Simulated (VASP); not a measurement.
Input of a VASP 6.6.1 run:

Contents of INCAR:

```
  PREC = Accurate
  ENCUT = 520
  EDIFF = 1E-7
  ISMEAR = -1
  SIGMA = 0.15
  LREAL = False
  LASPH = True
  NELM = 60
  ALGO = Normal
  ISIF = 2
  LWAVE = False
  LCHARG = False
  GGA = PE
  NBANDS = 20
```

Contents of KPOINTS:

```
Automatic mesh
0
Gamma
  2 2 2
  0.5 0.5 0.5
```

File POSCAR:

```
SnO2
1.0
   -2.6945770000      0.1262340000      2.8470590000
   -0.0280410000      2.7846790000      2.9452520000
   -2.7868670000      2.7787760000      0.0339440000
Sn O
1 2
Direct
    0.7368910000      0.7036590000      0.2170530000
    1.1052400000      1.1282040000      0.7181290000
    1.2871890000      1.3081820000      0.8291670000
```

Potentials or basis: VASP PAW PBE potentials, release 64 (Sn_d, O).

The run is started by

```sh
$ cat potpaw_PBE.64/Sn_d/POTCAR potpaw_PBE.64/O/POTCAR > POTCAR
$ mpirun -np 1 vasp_std > vasp.out
```

(1) Estimate the largest force.

(2) What does it give for the pressure?

Results:

(1) 1.003 eV/Å.

(2) 6.2 GPa.

Caveat: the k points lie up to 1.02 Å⁻¹ apart; forces of over 1 eV/Å act on the atoms, so gaps and moduli don't describe the material at rest.
